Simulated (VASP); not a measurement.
A run of VASP 6.6.1:

INCAR

```
  PREC = Accurate
  ENCUT = 520
  EDIFF = 1E-7
  ISMEAR = 0
  SIGMA = 0.05
  LREAL = False
  LASPH = True
  NELM = 100
  ALGO = Normal
  ISIF = 2
  LWAVE = False
  LCHARG = True
  GGA = PE
  LELF = True
  LVHAR = True
  NBANDS = 14
```

The input KPOINTS:

```
Automatic mesh
0
Gamma
  8 8 8
```

Contents of POSCAR:

```
Rh
1.0
    0.0000000000      1.9298298555      1.9298298555
    1.9298298555      0.0000000000      1.9298298555
    1.9298298555      1.9298298555      0.0000000000
Rh
1
Direct
    0.0000000000      0.0000000000      0.0000000000
```

Potentials or basis: VASP PAW PBE potentials, release 64 (Rh_pv).

Launch:

```bash
$ cat potpaw_PBE.64/Rh_pv/POTCAR > POTCAR
$ mpirun -np 1 vasp_std > vasp.out
```

Hardware: 1 thread of Intel(R) Xeon(R) 6975P-C (Granite Rapids) (shared host).

Question: Estimate the wall time of this run.

Answer: It took 5.4 s on 1 thread of Intel(R) Xeon(R) 6975P-C (Granite Rapids), on a shared host, peak memory 0.13 GiB. Counts: scf iterations 12, k points 29.
